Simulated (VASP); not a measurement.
Runs of VASP 6.6.1 on SrO. It takes space group F-43m (No. 216, cubic). The conventional cell has a = 5.614 Å, b = 5.614 Å, c = 5.614 Å, α = 90.00°, β = 90.00°, γ = 90.00°. Sr (site symmetry -43m) has 4 O at 2.43 Å within 3.2 Å. O (site symmetry -43m) has 4 Sr at 2.43 Å within 3.2 Å. 

```csv
task,cell,smearing,gap on the mesh (eV),pressure (GPa)
relaxation of cell and atoms,relaxed,gaussian 0.01 eV,2.47,0.0
single point,as given,gaussian 0.02 eV,(a),0.4
single point,as given,gaussian 0.01 eV,2.49,0.4
single point,as given,tetrahedron,2.49,0.4
```

Alike in all rows: level PBE; potentials or basis VASP PAW PBE potentials, release 64 (Sr_sv, O); no spin polarisation; k mesh 8 × 8 × 8; cutoff (eV) 600.

**Question.** Estimate the missing entries.

**Answer.** (a) 2.48.

A k mesh can miss the band edges, and the runs leave out spin-orbit coupling on Sr.
